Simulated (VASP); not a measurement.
CuO:

```
Cu O
1.0
     0.00000    2.32725    2.32725
     2.32725    0.00000    2.32725
     2.32725    2.32725    0.00000
Cu O
1 1
Direct
  0.00000 0.00000 0.00000
  0.25000 0.25000 0.25000
```

```yaml
Program: VASP 6.6.1
Task: relaxation of cell and atoms
Functional: PBEsol
Potentials_or_basis: VASP PAW PBE potentials, release 64 (Cu_sv_GW, O)
Cutoff: 820 eV
k_mesh: 10 × 10 × 10
Occupations: fermi-dirac, width 0.05 eV
Spin: no spin polarisation
Hubbard_terms: Cu d U = 5.3 eV
```

At the start: pressure -15.8 GPa; volume 12.60 Å³/atom.

How do energy, volume and symmetry change on relaxing?

Over 3 steps the energy falls by 93.0 meV/atom and the volume is 10.95 Å³/atom (-13.2 %); space group F-43m (No. 216, to 0.1 Å) before and after.

Step by step:
| step | energy change (eV) | largest force (eV/Å) | pressure (GPa) | volume (Å³) |
| --- | --- | --- | --- | --- |
| 1 | 0.0000 | 0.0000 | -15.78 | 25.21 |
| 2 | -0.1647 | 0.0000 | 7.56 | 20.95 |
| 3 | -0.1860 | 0.0000 | 0.01 | 21.89 |

Final structure:
```
CELL_PARAMETERS angstrom
0.00000 2.22030 2.22030
2.22030 0.00000 2.22030
2.22030 2.22030 0.00000
ATOMIC_POSITIONS crystal
Cu 0.00000 0.00000 0.00000
O 0.25000 0.25000 0.25000
```

Caveat: the PAW data sets were made with another functional, which shifts forces and pressure a little; an odd number of electrons without spin polarisation forces a metal; a magnetic or distorted state may lie lower; U without spin polarisation on a metal has little footing.
